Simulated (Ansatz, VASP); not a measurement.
## Au in VASP and in Ansatz

INCAR

```
SYSTEM = Au
ALGO = Normal
EDIFF = 1E-6
EDIFFG = -0.005
ENCUT = 600
GGA = PS
IBRION = 2
ISIF = 3
ISMEAR = -1
LASPH = .TRUE.
LCHARG = .FALSE.
LREAL = .FALSE.
LWAVE = .FALSE.
NELM = 100
NSW = 60
PREC = Accurate
SIGMA = 0.08
```

Contents of KPOINTS:

```
k-points
0
G
  18 18 18
  0 0 0
```

POSCAR

```
Au
1.0
    0.0000000000      2.0388247748      2.0388247748
    2.0388247748      0.0000000000      2.0388247748
    2.0388247748      2.0388247748      0.0000000000
Au
1
Direct
    0.0000000000      0.0000000000      0.0000000000
```

Input for Ansatz:

```yaml
crystal:
  lattice:
    - [0.0, 2.0388247748, 2.0388247748]
    - [2.0388247748, 0.0, 2.0388247748]
    - [2.0388247748, 2.0388247748, 0.0]
  atoms:
    - { symbol: Au, position: [0.0, 0.0, 0.0] }
kpoints:
  mp_grid: { grid: [18, 18, 18] }
scf:
  occupations: { method: fermi_dirac, width: 0.08 }
hamiltonian:
  xc: pbesol
  pseudopotentials: { kind: paw }
output:
  forces: true
  stress: true
relax:
  f_tol: 0.005
  max_steps: 40
  cell: {}
```

Alike in both runs: task relaxation of cell and atoms; functional PBEsol; k mesh 18 × 18 × 18; occupations fermi-dirac, width 0.08 eV; no spin polarisation.

|  | VASP | Ansatz |
| --- | --- | --- |
| version | VASP 6.6.1 | Ansatz 0.2.0 |
| potentials or method | VASP PAW PBE potentials, release 64 (Au) | PAW with Ansatz's default frozen-core files, scalar-relativistic |
| plane-wave cutoff (eV) | 600 | 420 |
| valence electrons in the cell | 11 | 19 |

Ansatz gave:

```
relaxed volume (Å³/atom)                                     : 17.02
relaxed cell length with the largest relative difference (Å) : 2.888
```

Task: What did VASP give for the same quantities?

Result: Relaxed volume (Å³/atom): 17.00; relaxed cell length with the largest relative difference (Å): 2.886.

VASP's potentials were made for PBE, not for PBEsol. VASP's potentials hold 11 valence electrons a cell and Ansatz's 19, so a difference there can come from the potentials and not from the codes.

Spin-orbit coupling is off throughout.
